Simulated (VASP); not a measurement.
# Sr3Zn2H (P4/mmm) in VASP: a series of runs, part 2 of 2

VASP 6.6.1. The steps go on from the part before.

### Step 3. Single point, PBE

This run uses another cell than the first one, of 27.82 Å³/atom.

Input file INCAR:

```
SYSTEM = Sr3Zn2H
  ALGO = Normal
  EDIFF = 1E-6
  ENCUT = 520
  GGA = PE
  ISIF = 2
  ISMEAR = 0
  LASPH = .TRUE.
  LCHARG = .FALSE.
  LREAL = .FALSE.
  LWAVE = .FALSE.
  NBANDS = 36
  NELM = 100
  PREC = Accurate
  SIGMA = 0.1
```

Input file KPOINTS:

```
k-points
0
G
  10 10 4
  0 0 0
```

Input file POSCAR:

```
Sr3Zn2H
1.0
    3.7781809833      0.0000000000      0.0000000000
    0.0000000000      3.7781809833      0.0000000000
    0.0000000000      0.0000000000     11.6920945319
Sr Zn H
3 2 1
Direct
    0.5000000000      0.5000000000      0.1622364348
    0.5000000000      0.5000000000      0.5000000000
    0.5000000000      0.5000000000      0.8377635652
    0.0000000000      0.0000000000      0.3315791056
    0.0000000000      0.0000000000      0.6684208944
    0.0000000000      0.0000000000      0.0000000000
```

Potentials or basis: VASP PAW PBE potentials, release 64 (Sr_sv, Zn, H).

On the command line:

```sh
$ cat potpaw_PBE.64/Sr_sv/POTCAR potpaw_PBE.64/Zn/POTCAR potpaw_PBE.64/H/POTCAR > POTCAR
$ mpirun -np 1 vasp_std > vasp.out
```

OUTCAR:

```text
SYSTEM = Sr3Zn2H
   EDIFF = 1E-6
   ENCUT = 520
   GGA = PE
   ISIF = 2
   ISMEAR = 0
   LASPH = .TRUE.
   LREAL = .FALSE.
   NELM = 100
   PREC = Accurate

 ion  position               nearest neighbor table
   1  0.500  0.500  0.162-   4 3.33   4 3.33   4 3.33   4 3.33   3 3.79   2 3.95
   2  0.500  0.500  0.500-   4 3.32   5 3.32   4 3.32   5 3.32   4 3.32   5 3.32   4 3.32   5 3.32
                             1 3.95   3 3.95
   3  0.500  0.500  0.838-   5 3.33   5 3.33   5 3.33   5 3.33   1 3.79   2 3.95
   4  0.000  0.000  0.332-   2 3.32   2 3.32   2 3.32   2 3.32   1 3.33   1 3.33   1 3.33   1 3.33

   5  0.000  0.000  0.668-   2 3.32   2 3.32   2 3.32   2 3.32   3 3.33   3 3.33   3 3.33   3 3.33

   6  0.000  0.000  0.000-

  LATTYP: Found a simple tetragonal cell.
 ALAT       =     3.7781809833
 C/A-ratio  =     3.0946359064

  Lattice vectors:

 A1 = (   3.7781809833,   0.0000000000,   0.0000000000)
 A2 = (   0.0000000000,   3.7781809833,   0.0000000000)
 A3 = (   0.0000000000,   0.0000000000,  11.6920945319)

Analysis of symmetry for initial positions (statically):
=====================================================================
 Subroutine PRICEL returns:
 Original cell was already a primitive cell.

 Routine SETGRP: Setting up the symmetry group for a
 simple tetragonal supercell.

 Subroutine GETGRP returns: Found 16 space group operations
 (whereof 16 operations were pure point group operations)
 out of a pool of 16 trial point group operations.

The static configuration has the point symmetry D_4h.

Analysis of symmetry for dynamics (positions and initial velocities):
=====================================================================
 Subroutine PRICEL returns:
 Original cell was already a primitive cell.

 Routine SETGRP: Setting up the symmetry group for a
 simple tetragonal supercell.

 Subroutine GETGRP returns: Found 16 space group operations
 (whereof 16 operations were pure point group operations)
 out of a pool of 16 trial point group operations.

The dynamic configuration has the point symmetry D_4h.

 Subroutine INISYM returns: Found 16 space group operations
 (whereof 16 operations are pure point group operations),
 and found     1 'primitive' translations

----------------------------------------------------------------------------------------

                                     Primitive cell

  volume of cell :     166.9006

  direct lattice vectors                    reciprocal lattice vectors
     3.778180983  0.000000000  0.000000000     0.264677633  0.000000000  0.000000000
     0.000000000  3.778180983  0.000000000     0.000000000  0.264677633  0.000000000
     0.000000000  0.000000000 11.692094532     0.000000000  0.000000000  0.085527875

  length of vectors
     3.778180983  3.778180983 11.692094532     0.264677633  0.264677633  0.085527875

  position of ions in fractional coordinates (direct lattice)
     0.500000000  0.500000000  0.162236435
     0.500000000  0.500000000  0.500000000
     0.500000000  0.500000000  0.837763565
     0.000000000  0.000000000  0.331579106
     0.000000000  0.000000000  0.668420894
     0.000000000  0.000000000  0.000000000
[... 35 lines left out ...]

 Following reciprocal coordinates:
            Coordinates               Weight
  0.000000  0.000000  0.000000      1.000000
  0.100000  0.000000  0.000000      4.000000
  0.200000  0.000000  0.000000      4.000000
  0.300000  0.000000  0.000000      4.000000
  0.400000  0.000000  0.000000      4.000000
  0.500000  0.000000  0.000000      2.000000
[... 16 lines left out ...]
  0.100000  0.000000  0.250000      8.000000
  0.200000  0.000000  0.250000      8.000000
 [... further k-points ...]
   k-points           NKPTS =     63   k-points in BZ     NKDIM =     63   number of bands    NBANDS=     36
   number of dos      NEDOS =    301   number of ions     NIONS =      6
   total plane-waves  NPLWV =  70560
   dimension x,y,z NGX =    28 NGY =   28 NGZ =   90
   dimension x,y,z NGXF=    56 NGYF=   56 NGZF=  180
   ions per type =               3   2   1
   NGX,Y,Z   is equivalent  to a cutoff of  12.32, 12.32, 12.80 a.u.
   NGXF,Y,Z  is equivalent  to a cutoff of  24.64, 24.64, 25.59 a.u.
 SYSTEM =  Sr3Zn2H
   PREC   = accura    normal or accurate (medium, high low for compatibility)
   ISTART =      0    job   : 0-new  1-cont  2-samecut
   ICHARG =      2    charge: 1-file 2-atom 10-const
   ISPIN  =      1    spin polarized calculation?
   LNONCOLLINEAR =      F non collinear calculations
   LSORBIT =      F    spin-orbit coupling
   LASPH  =      T    aspherical Exc in radial PAW
   ENCUT  =  520.0 eV  38.22 Ry    6.18 a.u.   7.02  7.02 21.74*2*pi/ulx,y,z
   NELM   =    100;   NELMIN=  2; NELMDL= -5     # of ELM steps
   EDIFF  = 0.1E-05   stopping-criterion for ELM
   LREAL  =      F    real-space projection
   EDIFFG = 0.1E-04   stopping-criterion for IOM
   NSW    =      0    number of steps for IOM
   IBRION =     -1    ionic relax: 0-MD 1-quasi-New 2-CG
   NFREE  =      0    steps in history (QN), initial steepest desc. (CG)
   ISIF   =      2    stress and relaxation
   ISYM   =      2    0-nonsym 1-usesym 2-fastsym
   POTIM  = 0.5000    time-step for ionic-motion
   TEBEG  =    0.0;   TEEND  =   0.0 temperature during run
   PSTRESS=    0.0 pullay stress
   NELECT =      55.0000    total number of electrons
   NUPDOWN=      -1.0000    fix difference up-down
   EMIN   =  10.00;   EMAX   =-10.00  energy-range for DOS
   EFERMI =   0.00;   METHOD = LEGACY
   ISMEAR =     0;   SIGMA  =   0.10  broadening in eV -4-tet -1-fermi 0-gaus
   EFERMI_NEDOS =   21; number of points for ismear=-14 and -15
   IALGO  =     38    algorithm
   IMIX   =      4    mixing-type and parameters
     AMIX     =   0.40;   BMIX     =  1.00
     AMIX_MAG =   1.60;   BMIX_MAG =  1.00
  volume/ion in A,a.u.               =      27.82       187.72
  Fermi-wavevector in a.u.,A,eV,Ry     =   1.130776  2.136856 17.397138  1.278654
  Thomas-Fermi vector in A             =   2.267473
   LORBIT       =      0    0 simple, 1 ext, 2 COOP (PROOUT), +10 PAW based schemes
   GGA     = PE    functional components
   LHFCALC =     F    Hartree Fock is set to
   AEXX    =    0.0000 exact exchange contribution
   IVDW    =     0    specifies the selected vdW correction
   LEPSILON=     F    determine dielectric tensor
   LRPA    =     F    only Hartree local field effects (RPA)
 non-spin polarized calculation
 Gauss-broadening in eV      SIGMA  =   0.10
  energy-cutoff  :      520.00
  volume of cell :      166.90
 maximum number of plane-waves:      4530
   NGX = 15   NGY = 15   NGZ = 43

 number of electron      55.0000033 magnetization

 Free energy of the ion-electron system (eV)
  ---------------------------------------------------
  ext. energy  EPLUGINS =         0.00000000
  ---------------------------------------------------
  free energy    TOTEN  =       -10.91441168 eV

  energy without entropy =      -10.89680377  energy(sigma->0) =      -10.90560773

 E-fermi :   2.2309     XC(G=0):  -8.7242

 val. band max:        2.2292552462   @ k =   0.3000   0.3000   0.5000
 cond. band min:       2.2398495130   @ k =   0.5000   0.2000   0.5000
 fundamental gap:      0.0105942668
 Fermi energy:         2.2308959804

 k-point     1 :       0.0000    0.0000    0.0000
  band No.  band energies     occupation
      1     -34.1538      2.00000
      2     -34.1419      2.00000
      3     -33.2700      2.00000
      4     -16.2999      2.00000
      5     -16.1354      2.00000
      6     -16.0008      2.00000
[... 925 lines left out ...]
     35       5.1716      0.00000
     36       5.4985      0.00000

 [... further k-points ...]

------------------------ aborting loop because EDIFF is reached ----------------------------------------

  FORCE on cell =-STRESS in cart. coord.  units (eV):
  Direction    XX          YY          ZZ          XY          YZ          ZX
  --------------------------------------------------------------------------------------
  -------------------------------------------------------------------------------------
  Total        0.0485882      0.0485882      0.0675213      0.0000000      0.0000000      0.0000000
  in kB        0.4664273      0.4664273      0.6481774      0.0000000      0.0000000      0.0000000
  external PRESSURE =       0.5270107 kB  Pullay stress =       0.0000000 kB

 VOLUME and BASIS-vectors are now :
 -----------------------------------------------------------------------------
  energy-cutoff  :      520.00
  volume of cell :      166.90
      direct lattice vectors                 reciprocal lattice vectors
     3.778180983  0.000000000  0.000000000     0.264677633  0.000000000  0.000000000
     0.000000000  3.778180983  0.000000000     0.000000000  0.264677633  0.000000000
     0.000000000  0.000000000 11.692094532     0.000000000  0.000000000  0.085527875

 POSITION                                       TOTAL-FORCE (eV/Angst)
 -----------------------------------------------------------------------------------
      1.88909      1.88909      1.89688         0.000000      0.000000     -0.009645
      1.88909      1.88909      5.84605         0.000000     -0.000000      0.000000
      1.88909      1.88909      9.79521         0.000000     -0.000000      0.009645
      0.00000      0.00000      3.87685         0.000000     -0.000000     -0.005615
      0.00000      0.00000      7.81524         0.000000      0.000000      0.005615
      0.00000      0.00000      0.00000         0.000000     -0.000000      0.000000
 -----------------------------------------------------------------------------------
    total drift:                                0.000000      0.000000      0.000000

  FREE ENERGIE OF THE ION-ELECTRON SYSTEM (eV)
  ---------------------------------------------------
  free  energy   TOTEN  =       -10.9144116773 eV

  energy  without entropy=      -10.8968037734  energy(sigma->0) =      -10.90560773
```

Wall time 2.9 min (1 thread of AMD EPYC 9R45 (Zen 5), shared host); peak memory 0.44 GiB.

What came out:

| Quantity | Value |
| --- | --- |
| Free energy | -10.9144 eV |
| Pressure | 0.1 GPa |
| Largest force | 0.010 eV/Å |
| Band gap on the k mesh | zero (an odd number of electrons rules out a gap without spin polarisation) |

Forces on the atoms (eV/Å):
```
Sr   0.000  0.000 -0.010
Sr   0.000  0.000  0.000
Sr   0.000  0.000  0.010
Zn   0.000  0.000 -0.006
Zn   0.000  0.000  0.006
H    0.000  0.000  0.000
```

The gap in the log of VASP goes by the Fermi energy; the results here count the filled bands.